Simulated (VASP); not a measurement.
# Sn2Ir (I4/mmm) in VASP: further runs

Sn2Ir is run at these levels: LDA; tasks: single point.

Program: VASP 6.6.1. These are calculated values, not measurements. Logs are shortened: lines on timing, memory, paths and dates and some standing lists are left out, and cuts for length are marked.

## Step 1: The cell of the first run

The structure is tetragonal, space group I4/mmm (No. 139). Conventional cell: a = 4.482 Å, b = 4.482 Å, c = 6.211 Å, α = 90.00°, β = 90.00°, γ = 90.00°. Sn (site symmetry -4m2) has 4 Ir at 2.73 Å and 6 Sn at 3.11 to 3.17 Å within 3.6 Å. Ir (site symmetry 4/mmm) has 8 Sn at 2.73 Å within 3.6 Å.

## Step 2: Single point, LDA (zz strain of -2 %)

INCAR

```
PREC     = Accurate       # precision mode
ENCUT    = 520            # plane-wave cutoff, eV
EDIFF    = 1E-6           # SCF threshold, eV
ISMEAR   = -1             # smearing method
SIGMA    = 0.03           # smearing width, eV
LREAL    = F              # projectors in reciprocal space
LASPH    = T              # aspherical terms in the spheres
NELM     = 60             # most SCF steps
ALGO     = Normal         # electronic algorithm
ISIF     = 2              # what is computed and relaxed
LWAVE    = F              # write WAVECAR
LCHARG   = F              # write CHGCAR
NBANDS   = 26             # bands
```

KPOINTS

```
Automatic mesh
0
Gamma
  10 10 10
```

POSCAR

```
Sn2Ir
1.0
    0.0000000000      3.1690000000      3.1056200000
    3.1690000000      0.0000000000      3.1056200000
    3.1690000000      3.1690000000      0.0000000000
Sn Ir
2 1
Direct
    0.2500000000      0.2500000000      0.2500000000
    0.7500000000      0.7500000000      0.7500000000
    0.0000000000      0.0000000000      0.0000000000
```

Potentials or basis: VASP PAW LDA potentials, release 64 (Sn_d, Ir).

Started as:

```sh
cat potpaw_LDA.64/Sn_d/POTCAR potpaw_LDA.64/Ir/POTCAR > POTCAR
mpirun -np 1 vasp_std > vasp.out
```

OUTCAR:

```text
PREC = Accurate
   ENCUT = 520
   EDIFF = 1E-6
   ISMEAR = -1
   LREAL = F
   LASPH = T
   NELM = 60
   ISIF = 2

 ion  position               nearest neighbor table
   1  0.250  0.250  0.250-   3 2.73   3 2.73   3 2.73   3 2.73   2 3.11   2 3.11   2 3.17   2 3.17
                             2 3.17   2 3.17
   2  0.750  0.750  0.750-   3 2.73   3 2.73   3 2.73   3 2.73   1 3.11   1 3.11   1 3.17   1 3.17
                             1 3.17   1 3.17
   3  0.000  0.000  0.000-   2 2.73   1 2.73   2 2.73   1 2.73   2 2.73   2 2.73   1 2.73   1 2.73

  LATTYP: Found a body centered tetragonal cell.
 ALAT       =     4.4816427792
 C/A-ratio  =     1.3859292911

  Lattice vectors:

 A1 = (   0.0000000000,  -3.1690000000,  -3.1056200000)
 A2 = (   0.0000000000,   3.1690000000,  -3.1056200000)
 A3 = (   3.1690000000,   0.0000000000,   3.1056200000)

Analysis of symmetry for initial positions (statically):
=====================================================================
 Subroutine PRICEL returns:
 Original cell was already a primitive cell.

 Routine SETGRP: Setting up the symmetry group for a
 body centered tetragonal supercell.

 Subroutine GETGRP returns: Found 16 space group operations
 (whereof 16 operations were pure point group operations)
 out of a pool of 16 trial point group operations.

The static configuration has the point symmetry D_4h.

Analysis of symmetry for dynamics (positions and initial velocities):
=====================================================================
 Subroutine PRICEL returns:
 Original cell was already a primitive cell.

 Routine SETGRP: Setting up the symmetry group for a
 body centered tetragonal supercell.

 Subroutine GETGRP returns: Found 16 space group operations
 (whereof 16 operations were pure point group operations)
 out of a pool of 16 trial point group operations.

The dynamic configuration has the point symmetry D_4h.

 Subroutine INISYM returns: Found 16 space group operations
 (whereof 16 operations are pure point group operations),
 and found     1 'primitive' translations

----------------------------------------------------------------------------------------

                                     Primitive cell

  volume of cell :      62.3768

  direct lattice vectors                    reciprocal lattice vectors
     0.000000000  3.169000000  3.105620000    -0.157778479  0.157778479  0.160998448
     3.169000000  0.000000000  3.105620000     0.157778479 -0.157778479  0.160998448
     3.169000000  3.169000000  0.000000000     0.157778479  0.157778479 -0.160998448

  length of vectors
     4.437052691  4.437052691  4.481642779     0.275151953  0.275151953  0.275151953

  position of ions in fractional coordinates (direct lattice)
     0.250000000  0.250000000  0.250000000
     0.750000000  0.750000000  0.750000000
     0.000000000  0.000000000  0.000000000

  ion indices of the primitive-cell ions
   primitive index   ion index
                 1           1
                 2           2
                 3           3

----------------------------------------------------------------------------------------

 KPOINTS: Automatic mesh

Automatic generation of k-mesh.
 Grid dimensions read from file:
 generate k-points for:   10   10   10

 Generating k-lattice:

  Cartesian coordinates                     Fractional coordinates (reciprocal lattice)
    -0.015777848  0.015777848  0.016099845     0.100000000  0.000000000  0.000000000
     0.015777848 -0.015777848  0.016099845     0.000000000  0.100000000  0.000000000
     0.015777848  0.015777848 -0.016099845     0.000000000  0.000000000  0.100000000

  Length of vectors
     0.027515195  0.027515195  0.027515195

  Shift w.r.t. Gamma in fractional coordinates (k-lattice)
     0.000000000  0.000000000  0.000000000

 Subroutine IBZKPT returns following result:
 ===========================================

 Found    102 irreducible k-points:

 Following reciprocal coordinates:
            Coordinates               Weight
  0.000000  0.000000  0.000000      1.000000
  0.100000  0.000000  0.000000      8.000000
  0.200000  0.000000  0.000000      8.000000
  0.300000  0.000000  0.000000      8.000000
  0.400000  0.000000  0.000000      8.000000
  0.500000  0.000000  0.000000      4.000000
[... 16 lines left out ...]
  0.300000  0.300000  0.000000      2.000000
  0.400000  0.300000  0.000000      8.000000
 [... further k-points ...]
   k-points           NKPTS =    102   k-points in BZ     NKDIM =    102   number of bands    NBANDS=     26
   number of dos      NEDOS =    301   number of ions     NIONS =      3
   total plane-waves  NPLWV =  46656
   dimension x,y,z NGX =    36 NGY =   36 NGZ =   36
   dimension x,y,z NGXF=    72 NGYF=   72 NGZF=   72
   ions per type =               2   1
   NGX,Y,Z   is equivalent  to a cutoff of  13.49, 13.49, 13.35 a.u.
   NGXF,Y,Z  is equivalent  to a cutoff of  26.98, 26.98, 26.71 a.u.
 SYSTEM =  unknown system
   PREC   = accura    normal or accurate (medium, high low for compatibility)
   ISTART =      0    job   : 0-new  1-cont  2-samecut
   ICHARG =      2    charge: 1-file 2-atom 10-const
   ISPIN  =      1    spin polarized calculation?
   LNONCOLLINEAR =      F non collinear calculations
   LSORBIT =      F    spin-orbit coupling
   LASPH  =      T    aspherical Exc in radial PAW
   ENCUT  =  520.0 eV  38.22 Ry    6.18 a.u.   8.25  8.25  8.33*2*pi/ulx,y,z
   NELM   =     60;   NELMIN=  2; NELMDL= -5     # of ELM steps
   EDIFF  = 0.1E-05   stopping-criterion for ELM
   LREAL  =      F    real-space projection
[... 7 lines left out ...]
   TEBEG  =    0.0;   TEEND  =   0.0 temperature during run
   PSTRESS=    0.0 pullay stress
   NELECT =      37.0000    total number of electrons
   NUPDOWN=      -1.0000    fix difference up-down
   EMIN   =  10.00;   EMAX   =-10.00  energy-range for DOS
   EFERMI =   0.00;   METHOD = LEGACY
   ISMEAR =    -1;   SIGMA  =   0.03  broadening in eV -4-tet -1-fermi 0-gaus
   EFERMI_NEDOS =   21; number of points for ismear=-14 and -15
   IALGO  =     38    algorithm
   IMIX   =      4    mixing-type and parameters
     AMIX     =   0.40;   BMIX     =  1.00
     AMIX_MAG =   1.60;   BMIX_MAG =  1.00
  volume/ion in A,a.u.               =      20.79       140.31
  Fermi-wavevector in a.u.,A,eV,Ry     =   1.375523  2.599361 25.743081  1.892063
  Thomas-Fermi vector in A             =   2.500851
   LORBIT       =      0    0 simple, 1 ext, 2 COOP (PROOUT), +10 PAW based schemes
   GGA     = CA    functional components
   LHFCALC =     F    Hartree Fock is set to
   AEXX    =    0.0000 exact exchange contribution
   IVDW    =     0    specifies the selected vdW correction
   LEPSILON=     F    determine dielectric tensor
   LRPA    =     F    only Hartree local field effects (RPA)
 non-spin polarized calculation
  energy-cutoff  :      520.00
  volume of cell :       62.38
 maximum number of plane-waves:      1715
 NGX is ok and might be reduce to    36
   NGX = 17   NGY = 17   NGZ = 17

 number of electron      36.9999997 magnetization

 Free energy of the ion-electron system (eV)
  ---------------------------------------------------
  ext. energy  EPLUGINS =         0.00000000
  ---------------------------------------------------
  free energy    TOTEN  =       -20.24954767 eV

  energy without entropy =      -20.24532616  energy(sigma->0) =      -20.24743692

 E-fermi :   9.0843     XC(G=0): -11.7042

 val. band max:        9.0815600661   @ k =   0.4000   0.0000   0.1000
 cond. band min:       9.0873663274   @ k =   0.5000   0.0000   0.0000
 fundamental gap:      0.0058062613
 Fermi energy:         9.0842708322

 k-point     1 :       0.0000    0.0000    0.0000
  band No.  band energies     occupation
      1     -12.4122      2.00000
      2     -12.3766      2.00000
      3     -12.2737      2.00000
      4     -12.2737      2.00000
      5     -12.2549      2.00000
      6     -12.0951      2.00000
[... 18 lines left out ...]
     25      13.6611      0.00000
     26      13.8595      0.00000

 k-point     2 :       0.1000    0.0000    0.0000
  band No.  band energies     occupation
      1     -12.4010      2.00000
      2     -12.3663      2.00000
      3     -12.2715      2.00000
      4     -12.2690      2.00000
      5     -12.2520      2.00000
      6     -12.0983      2.00000
[... 18 lines left out ...]
     25      14.2722      0.00000
     26      14.2892      0.00000

 k-point     3 :       0.2000    0.0000    0.0000
  band No.  band energies     occupation
      1     -12.3684      2.00000
      2     -12.3365      2.00000
      3     -12.2642      2.00000
      4     -12.2556      2.00000
      5     -12.2418      2.00000
      6     -12.1088      2.00000
[... 18 lines left out ...]
     25      15.2331      0.00000
     26      15.3045      0.00000

 k-point     4 :       0.3000    0.0000    0.0000
  band No.  band energies     occupation
      1     -12.3177      2.00000
      2     -12.2901      2.00000
      3     -12.2491      2.00000
      4     -12.2348      2.00000
      5     -12.2242      2.00000
      6     -12.1264      2.00000
[... 18 lines left out ...]
     25      16.3449      0.00000
     26      16.4359      0.00000

 k-point     5 :       0.4000    0.0000    0.0000
  band No.  band energies     occupation
      1     -12.2535      2.00000
      2     -12.2320      2.00000
      3     -12.2248      2.00000
      4     -12.2089      2.00000
      5     -12.2016      2.00000
      6     -12.1512      2.00000
[... 18 lines left out ...]
     25      17.4431      0.00000
     26      17.5567      0.00000

 k-point     6 :       0.5000    0.0000    0.0000
  band No.  band energies     occupation
      1     -12.2031      2.00000
      2     -12.1860      2.00000
      3     -12.1837      2.00000
      4     -12.1827      2.00000
      5     -12.1823      2.00000
      6     -12.1772      2.00000
[... 427 lines left out ...]
 k-point    21 :      -0.3000    0.2000    0.0000
  band No.  band energies     occupation
      1     -12.3318      2.00000
      2     -12.2501      2.00000
      3     -12.2257      2.00000
      4     -12.1823      2.00000
      5     -12.1736      2.00000
      6     -12.1707      2.00000
[... 18 lines left out ...]
     25      16.6196      0.00000
     26      18.0464      0.00000

 k-point    22 :      -0.2000    0.2000    0.0000
  band No.  band energies     occupation
      1     -12.3607      2.00000
      2     -12.2649      2.00000
      3     -12.2428      2.00000
      4     -12.2373      2.00000
      5     -12.1980      2.00000
      6     -12.1516      2.00000
[... 18 lines left out ...]
     25      15.5871      0.00000
     26      18.9641      0.00000

 k-point    23 :       0.3000    0.3000    0.0000
  band No.  band energies     occupation
      1     -12.3593      2.00000
      2     -12.2842      2.00000
      3     -12.2140      2.00000
      4     -12.2070      2.00000
      5     -12.2070      2.00000
      6     -12.1635      2.00000
[... 18 lines left out ...]
     25      18.5317      0.00000
     26      18.8707      0.00000

 k-point    24 :       0.4000    0.3000    0.0000
  band No.  band energies     occupation
      1     -12.3465      2.00000
      2     -12.2847      2.00000
      3     -12.2128      2.00000
      4     -12.1909      2.00000
      5     -12.1901      2.00000
      6     -12.1674      2.00000
[... 18 lines left out ...]
     25      18.9646      0.00000
     26      19.3152      0.00000

 [... further k-points ...]

------------------------ aborting loop because EDIFF is reached ----------------------------------------

  FORCE on cell =-STRESS in cart. coord.  units (eV):
  Direction    XX          YY          ZZ          XY          YZ          ZX
  --------------------------------------------------------------------------------------
  -------------------------------------------------------------------------------------
  Total        0.1396278      0.1396278      0.7157614      0.0000000     -0.0000000      0.0000000
  in kB        3.5864080      3.5864080     18.3846795      0.0000000     -0.0000000      0.0000000
  external PRESSURE =       8.5191651 kB  Pullay stress =       0.0000000 kB

 VOLUME and BASIS-vectors are now :
 -----------------------------------------------------------------------------
  energy-cutoff  :      520.00
  volume of cell :       62.38
      direct lattice vectors                 reciprocal lattice vectors
     0.000000000  3.169000000  3.105620000    -0.157778479  0.157778479  0.160998448
     3.169000000  0.000000000  3.105620000     0.157778479 -0.157778479  0.160998448
     3.169000000  3.169000000  0.000000000     0.157778479  0.157778479 -0.160998448

 POSITION                                       TOTAL-FORCE (eV/Angst)
 -----------------------------------------------------------------------------------
      1.58450      1.58450      1.55281        -0.000000     -0.000000      0.000000
      4.75350      4.75350      4.65843         0.000000      0.000000     -0.000000
      0.00000      0.00000      0.00000         0.000000     -0.000000     -0.000000
 -----------------------------------------------------------------------------------
    total drift:                                0.000000      0.000000      0.000000

  FREE ENERGIE OF THE ION-ELECTRON SYSTEM (eV)
  ---------------------------------------------------
  free  energy   TOTEN  =       -20.2495476672 eV

  energy  without entropy=      -20.2453261635  energy(sigma->0) =      -20.24743692
```

Wall time 3.7 min (1 thread of Intel Xeon 8259CL, shared host); peak memory 0.28 GiB.

Results:

```
Free energy            : -20.2495 eV
Pressure               : 0.9 GPa
Band gap on the k mesh : zero (an odd number of electrons rules out a gap without spin polarisation)
```

Levels at points of the mesh, in eV from the Fermi level:
```csv
k point,band 15,band 16,band 17,band 18,band 19,band 20,band 21,band 22,band 23,band 24
"(0.00, 0.00, 0.00)",-2.23,-2.21,-2.15,3.51,3.51,3.80,3.98,4.10,4.10,4.58
"(0.50, 0.00, 0.00)",-2.95,-2.12,-2.12,-0.10,0.00,1.30,2.68,4.22,4.27,8.83
"(0.50, 0.50, 0.00)",-3.05,-2.56,-2.56,-2.17,-2.05,1.27,3.31,8.28,8.28,8.77
"(0.50, 0.00, 0.50)",-2.87,-2.64,-2.50,-2.23,-2.02,1.38,3.43,8.06,8.36,8.50
```

Caveat: the cell differs from its parent crystal (zz strain of -2 %); spin-orbit coupling is left out, which moves the levels of the heavy elements.

## Step 3: Single point, LDA (zz strain of -1 %)

INCAR

```
SYSTEM = Sn2Ir
ALGO = Normal
EDIFF = 1E-6
ENCUT = 520
ISIF = 2
ISMEAR = -1
LASPH = .TRUE.
LCHARG = .FALSE.
LREAL = .FALSE.
LWAVE = .FALSE.
NBANDS = 26
NELM = 60
PREC = Accurate
SIGMA = 0.03
```

KPOINTS

```
k-points
0
G
  10 10 10
  0 0 0
```

POSCAR

```
Sn2Ir
1.0
    0.0000000000      3.1690000000      3.1373100000
    3.1690000000      0.0000000000      3.1373100000
    3.1690000000      3.1690000000      0.0000000000
Sn Ir
2 1
Direct
    0.2500000000      0.2500000000      0.2500000000
    0.7500000000      0.7500000000      0.7500000000
    0.0000000000      0.0000000000      0.0000000000
```

Potentials or basis: VASP PAW LDA potentials, release 64 (Sn_d, Ir).

Started as:

```sh
cat potpaw_LDA.64/Sn_d/POTCAR potpaw_LDA.64/Ir/POTCAR > POTCAR
mpirun -np 1 vasp_std > vasp.out
```

Run time: 4.2 min. Hardware: 1 thread of Intel Xeon 8259CL, shared host; peak memory 0.28 GiB.

The run converged. Its results:

| Quantity | Value |
| --- | --- |
| Free energy | -20.2534 eV |
| Pressure | -0.5 GPa |
| Band gap on the k mesh | zero (an odd number of electrons rules out a gap without spin polarisation) |

Stress tensor (GPa, compression positive):
```
-0.76  0.00  0.00
 0.00 -0.76  0.00
 0.00  0.00 -0.07
```

Levels at points of the mesh, in eV from the Fermi level:
```csv
k point,band 15,band 16,band 17,band 18,band 19,band 20,band 21,band 22,band 23,band 24
"(0.00, 0.00, 0.00)",-2.27,-2.17,-2.14,3.56,3.56,3.80,3.86,4.01,4.01,4.60
"(0.50, 0.00, 0.00)",-2.92,-2.09,-2.09,-0.07,-0.01,1.28,2.62,4.20,4.22,8.86
"(0.50, 0.50, 0.00)",-2.99,-2.53,-2.53,-2.16,-2.01,1.27,3.33,8.20,8.20,8.54
"(0.50, 0.00, 0.50)",-2.90,-2.57,-2.50,-2.19,-1.99,1.32,3.39,8.09,8.30,8.33
```

Caveat: the cell differs from its parent crystal (zz strain of -1 %); spin-orbit coupling is left out, which moves the levels of the heavy elements.

(Continued in part 2 of 2.)
